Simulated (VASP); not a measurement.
# TlCl (Pm-3m) in VASP: density of states with PBE

Aim: the density of states of TlCl with PBE.

Program: VASP 6.6.1. These are calculated values, not measurements. Logs are shortened: lines on timing, memory, paths and dates and some standing lists are left out, and cuts for length are marked.

### 1 The cell of the first run

Symmetry: Pm-3m, No. 221, cubic system. Conventional cell: a = 3.891 Å, b = 3.891 Å, c = 3.891 Å, α = 90.00°, β = 90.00°, γ = 90.00°. Within 4.4 Å of Tl (site symmetry m-3m) lie 8 Cl at 3.37 Å and 6 Tl at 3.89 Å. Within 4.4 Å of Cl (site symmetry m-3m) lie 8 Tl at 3.37 Å and 6 Cl at 3.89 Å.

### 2 Density of states, PBE

Input file POSCAR:

```
TlCl
1.0
    3.8912070000      0.0000000000      0.0000000000
    0.0000000000      3.8912070000      0.0000000000
    0.0000000000      0.0000000000      3.8912070000
Tl Cl
1 1
Direct
    0.0000000000      0.0000000000      0.0000000000
    0.5000000000      0.5000000000      0.5000000000
```

Input file INCAR.step1:

```
SYSTEM = TlCl
PREC = Accurate ; ENCUT = 400
EDIFF = 1E-6 ; ISMEAR = -1
SIGMA = 0.1 ; LREAL = .False.
LASPH = .True. ; NELM = 120
ALGO = Normal ; ISIF = 2
LWAVE = .False. ; LCHARG = .True.
GGA = PE ; NBANDS = 17
GGA_COMPAT = .False. ; NEDOS = 2001
LORBIT = 11
```

Input file KPOINTS.step1:

```
regular mesh
0
Gamma
  7 7 7
  0 0 0
```

Input file INCAR.step2:

```
SYSTEM = TlCl
PREC = Accurate ; ENCUT = 400
EDIFF = 1E-6 ; ISMEAR = -5
SIGMA = 0.1 ; LREAL = .False.
LASPH = .True. ; NELM = 120
ALGO = Normal ; ISIF = 2
LWAVE = .False. ; LCHARG = .False.
GGA = PE ; LORBIT = 11
NEDOS = 2001 ; ICHARG = 11
GGA_COMPAT = .False.
```

Input file KPOINTS.step2:

```
regular mesh
0
Gamma
  11 11 11
  0 0 0
```

Potentials or basis: VASP PAW PBE potentials, release 64 (Tl_d, Cl).

The run is started by

```
cat potpaw_PBE.64/Tl_d/POTCAR potpaw_PBE.64/Cl/POTCAR > POTCAR
cp INCAR.step1 INCAR
cp KPOINTS.step1 KPOINTS
mpirun -np 1 vasp_std > vasp.out
cp INCAR.step2 INCAR
cp KPOINTS.step2 KPOINTS
mpirun -np 1 vasp_std > vasp.out
```

OUTCAR:

```text
SYSTEM = TlCl
   PREC = Accurate
   ENCUT = 400
   EDIFF = 1E-6
   ISMEAR = -5
   LREAL = .False.
   LASPH = .True.
   NELM = 120
   ISIF = 2
   GGA = PE
   LORBIT = 11
   ICHARG = 11

 ion  position               nearest neighbor table
   1  0.000  0.000  0.000-   2 3.37   2 3.37   2 3.37   2 3.37   2 3.37   2 3.37   2 3.37   2 3.37

   2  0.500  0.500  0.500-   1 3.37   1 3.37   1 3.37   1 3.37   1 3.37   1 3.37   1 3.37   1 3.37

  LATTYP: Found a simple cubic cell.
 ALAT       =     3.8912070000

  Lattice vectors:

 A1 = (   3.8912070000,   0.0000000000,   0.0000000000)
 A2 = (   0.0000000000,   3.8912070000,   0.0000000000)
 A3 = (   0.0000000000,   0.0000000000,   3.8912070000)

Analysis of symmetry for initial positions (statically):
=====================================================================
 Subroutine PRICEL returns:
 Original cell was already a primitive cell.

 Routine SETGRP: Setting up the symmetry group for a
 simple cubic supercell.

 Subroutine GETGRP returns: Found 48 space group operations
 (whereof 48 operations were pure point group operations)
 out of a pool of 48 trial point group operations.

The static configuration has the point symmetry O_h .

Analysis of symmetry for dynamics (positions and initial velocities):
=====================================================================
 Subroutine PRICEL returns:
 Original cell was already a primitive cell.

 Routine SETGRP: Setting up the symmetry group for a
 simple cubic supercell.

 Subroutine GETGRP returns: Found 48 space group operations
 (whereof 48 operations were pure point group operations)
 out of a pool of 48 trial point group operations.

The dynamic configuration has the point symmetry O_h .

 Subroutine INISYM returns: Found 48 space group operations
 (whereof 48 operations are pure point group operations),
 and found     1 'primitive' translations

----------------------------------------------------------------------------------------

                                     Primitive cell

  volume of cell :      58.9187

  direct lattice vectors                    reciprocal lattice vectors
     3.891207000  0.000000000  0.000000000     0.256989669  0.000000000  0.000000000
     0.000000000  3.891207000  0.000000000     0.000000000  0.256989669  0.000000000
     0.000000000  0.000000000  3.891207000     0.000000000  0.000000000  0.256989669

  length of vectors
     3.891207000  3.891207000  3.891207000     0.256989669  0.256989669  0.256989669

  position of ions in fractional coordinates (direct lattice)
     0.000000000  0.000000000  0.000000000
     0.500000000  0.500000000  0.500000000

  ion indices of the primitive-cell ions
   primitive index   ion index
                 1           1
                 2           2

----------------------------------------------------------------------------------------

 KPOINTS: regular mesh

Automatic generation of k-mesh.
 Grid dimensions read from file:
 generate k-points for:   11   11   11

 Generating k-lattice:

  Cartesian coordinates                     Fractional coordinates (reciprocal lattice)
     0.023362697  0.000000000  0.000000000     0.090909091  0.000000000  0.000000000
     0.000000000  0.023362697  0.000000000     0.000000000  0.090909091  0.000000000
     0.000000000  0.000000000  0.023362697     0.000000000  0.000000000  0.090909091

  Length of vectors
     0.023362697  0.023362697  0.023362697

  Shift w.r.t. Gamma in fractional coordinates (k-lattice)
     0.000000000  0.000000000  0.000000000

 TETIRR: Found    651 inequivalent tetrahedra from     7986

 Subroutine IBZKPT returns following result:
 ===========================================

 Found     56 irreducible k-points:

 Following reciprocal coordinates:
            Coordinates               Weight
  0.000000  0.000000  0.000000      1.000000
  0.090909  0.000000  0.000000      6.000000
  0.181818  0.000000  0.000000      6.000000
  0.272727  0.000000  0.000000      6.000000
  0.363636  0.000000  0.000000      6.000000
  0.454545  0.000000  0.000000      6.000000
[... 16 lines left out ...]
  0.181818  0.090909  0.090909     24.000000
  0.272727  0.090909  0.090909     24.000000
 [... further k-points ...]
   k-points           NKPTS =     56   k-points in BZ     NKDIM =     56   number of bands    NBANDS=     14
   number of dos      NEDOS =   2001   number of ions     NIONS =      2
   total plane-waves  NPLWV =  21952
   dimension x,y,z NGX =    28 NGY =   28 NGZ =   28
   dimension x,y,z NGXF=    56 NGYF=   56 NGZF=   56
   ions per type =               1   1
   NGX,Y,Z   is equivalent  to a cutoff of  11.96, 11.96, 11.96 a.u.
   NGXF,Y,Z  is equivalent  to a cutoff of  23.93, 23.93, 23.93 a.u.
 SYSTEM =  TlCl
   PREC   = accura    normal or accurate (medium, high low for compatibility)
   ISTART =      0    job   : 0-new  1-cont  2-samecut
   ICHARG =     11    charge: 1-file 2-atom 10-const
   ISPIN  =      1    spin polarized calculation?
   LNONCOLLINEAR =      F non collinear calculations
   LSORBIT =      F    spin-orbit coupling
   LASPH  =      T    aspherical Exc in radial PAW
   ENCUT  =  400.0 eV  29.40 Ry    5.42 a.u.   6.35  6.35  6.35*2*pi/ulx,y,z
   NELM   =    120;   NELMIN=  2; NELMDL=  0     # of ELM steps
   EDIFF  = 0.1E-05   stopping-criterion for ELM
   LREAL  =      F    real-space projection
   EDIFFG = 0.1E-04   stopping-criterion for IOM
   NSW    =      0    number of steps for IOM
   IBRION =     -1    ionic relax: 0-MD 1-quasi-New 2-CG
   NFREE  =      0    steps in history (QN), initial steepest desc. (CG)
   ISIF   =      2    stress and relaxation
   ISYM   =      2    0-nonsym 1-usesym 2-fastsym
   POTIM  = 0.5000    time-step for ionic-motion
   TEBEG  =    0.0;   TEEND  =   0.0 temperature during run
   PSTRESS=    0.0 pullay stress
   NELECT =      20.0000    total number of electrons
   NUPDOWN=      -1.0000    fix difference up-down
   EMIN   =  10.00;   EMAX   =-10.00  energy-range for DOS
   EFERMI =   0.00;   METHOD = LEGACY
   ISMEAR =    -5;   SIGMA  =   0.10  broadening in eV -4-tet -1-fermi 0-gaus
   EFERMI_NEDOS =   21; number of points for ismear=-14 and -15
   IALGO  =     38    algorithm
   IMIX   =      4    mixing-type and parameters
     AMIX     =   0.40;   BMIX     =  1.00
     AMIX_MAG =   1.60;   BMIX_MAG =  1.00
  volume/ion in A,a.u.               =      29.46       198.80
  Fermi-wavevector in a.u.,A,eV,Ry     =   1.142003  2.158072 17.744315  1.304170
  Thomas-Fermi vector in A             =   2.278702
   LORBIT       =     11    0 simple, 1 ext, 2 COOP (PROOUT), +10 PAW based schemes
   GGA     = PE    functional components
   LHFCALC =     F    Hartree Fock is set to
   AEXX    =    0.0000 exact exchange contribution
   IVDW    =     0    specifies the selected vdW correction
   LEPSILON=     F    determine dielectric tensor
   LRPA    =     F    only Hartree local field effects (RPA)
 non-spin polarized calculation
 Fermi weights with tetrahedron method with Bloechl corrections
  energy-cutoff  :      400.00
  volume of cell :       58.92
 maximum number of plane-waves:      1086
 NGX is ok and might be reduce to    28

 number of electron      19.9999999 magnetization

 Free energy of the ion-electron system (eV)
  ---------------------------------------------------
  ext. energy  EPLUGINS =         0.00000000
  ---------------------------------------------------
  free energy    TOTEN  =        -6.01576565 eV

  energy without entropy =       -6.01576565  energy(sigma->0) =       -6.01576565

 E-fermi :   2.1791     XC(G=0):  -8.9232

 val. band max:        2.1666632356   @ k =   0.4545   0.0000   0.0000
 cond. band min:       4.5295376235   @ k =   0.4545   0.0000   0.0000
 fundamental gap:      2.3628743879
 Fermi energy:         2.1791432393

 k-point     1 :       0.0000    0.0000    0.0000
  band No.  band energies     occupation
      1     -11.2828      2.00000
      2      -7.6194      2.00000
      3      -7.6194      2.00000
      4      -7.4057      2.00000
      5      -7.4057      2.00000
      6      -7.4057      2.00000
      7      -2.2219      2.00000
      8       0.9067      2.00000
      9       0.9067      2.00000
     10       0.9067      2.00000
     11       9.8858      0.00000
     12       9.8858      0.00000
     13       9.8859      0.00000
     14      10.1794      0.00000

 k-point     2 :       0.0909    0.0000    0.0000
  band No.  band energies     occupation
      1     -11.2665      2.00000
      2      -7.6184      2.00000
      3      -7.6069      2.00000
      4      -7.4113      2.00000
      5      -7.4113      2.00000
      6      -7.4052      2.00000
      7      -2.2830      2.00000
      8       0.9357      2.00000
      9       0.9357      2.00000
     10       0.9608      2.00000
     11       8.8931      0.00000
     12       9.8001      0.00000
     13       9.8001      0.00000
     14      10.2316      0.00000

 k-point     3 :       0.1818    0.0000    0.0000
  band No.  band energies     occupation
      1     -11.2220      2.00000
      2      -7.6159      2.00000
      3      -7.5738      2.00000
      4      -7.4261      2.00000
      5      -7.4261      2.00000
      6      -7.4039      2.00000
      7      -2.4445      2.00000
      8       1.0151      2.00000
      9       1.0151      2.00000
     10       1.1288      2.00000
     11       7.6082      0.00000
     12       9.5676      0.00000
     13       9.5676      0.00000
     14      10.3850      0.00000
[... 324 lines left out ...]
 k-point    23 :       0.1818    0.0909    0.0909
  band No.  band energies     occupation
      1     -11.1943      2.00000
      2      -7.5966      2.00000
      3      -7.5652      2.00000
      4      -7.4308      2.00000
      5      -7.4268      2.00000
      6      -7.4141      2.00000
      7      -2.4463      2.00000
      8       0.7024      2.00000
      9       0.9066      2.00000
     10       1.5725      2.00000
     11       7.5872      0.00000
     12       8.8265      0.00000
     13       8.9495      0.00000
     14      11.2488      0.00000

 k-point    24 :       0.2727    0.0909    0.0909
  band No.  band energies     occupation
      1     -11.1389      2.00000
      2      -7.5933      2.00000
      3      -7.5217      2.00000
      4      -7.4506      2.00000
      5      -7.4406      2.00000
      6      -7.4120      2.00000
      7      -2.5792      2.00000
      8       0.7163      2.00000
      9       1.0236      2.00000
     10       1.7709      2.00000
     11       6.4224      0.00000
     12       8.6197      0.00000
     13       9.0190      0.00000
     14      11.2410      0.00000

 [... further k-points ...]
[... 5 lines left out ...]
  --------------------------------------------------------------------------------------
  -------------------------------------------------------------------------------------
  Total        0.0193171      0.0193171      0.0193171      0.0000000     -0.0000000     -0.0000000
  in kB        0.5252892      0.5252892      0.5252892      0.0000000     -0.0000000     -0.0000000
  external PRESSURE =       0.5252892 kB  Pullay stress =       0.0000000 kB

 VOLUME and BASIS-vectors are now :
 -----------------------------------------------------------------------------
  energy-cutoff  :      400.00
  volume of cell :       58.92
      direct lattice vectors                 reciprocal lattice vectors
     3.891207000  0.000000000  0.000000000     0.256989669  0.000000000  0.000000000
     0.000000000  3.891207000  0.000000000     0.000000000  0.256989669  0.000000000
     0.000000000  0.000000000  3.891207000     0.000000000  0.000000000  0.256989669

 POSITION                                       TOTAL-FORCE (eV/Angst)
 -----------------------------------------------------------------------------------
      0.00000      0.00000      0.00000         0.000000      0.000000      0.000000
      1.94560      1.94560      1.94560         0.000000      0.000000      0.000000
 -----------------------------------------------------------------------------------
    total drift:                                0.000000      0.000000      0.000000

  FREE ENERGIE OF THE ION-ELECTRON SYSTEM (eV)
  ---------------------------------------------------
  free  energy   TOTEN  =        -6.0157656541 eV

  energy  without entropy=       -6.0157656541  energy(sigma->0) =       -6.01576565

 total charge

# of ion       s       p       d       tot
------------------------------------------
    1        1.315   0.110   9.668  11.093
    2        1.602   3.494   0.000   5.096
--------------------------------------------------
tot          2.917   3.604   9.668  16.189
```

It took 41 s on 1 thread of AMD EPYC 7R43 (Zen 3), shared host; peak memory 0.12 GiB.

What came out:

```
Valence electrons inside the program's atomic spheres : Tl 11.09; Cl 5.10
```

Caveat: spin-orbit coupling is left out, which moves the levels of the heavy elements.
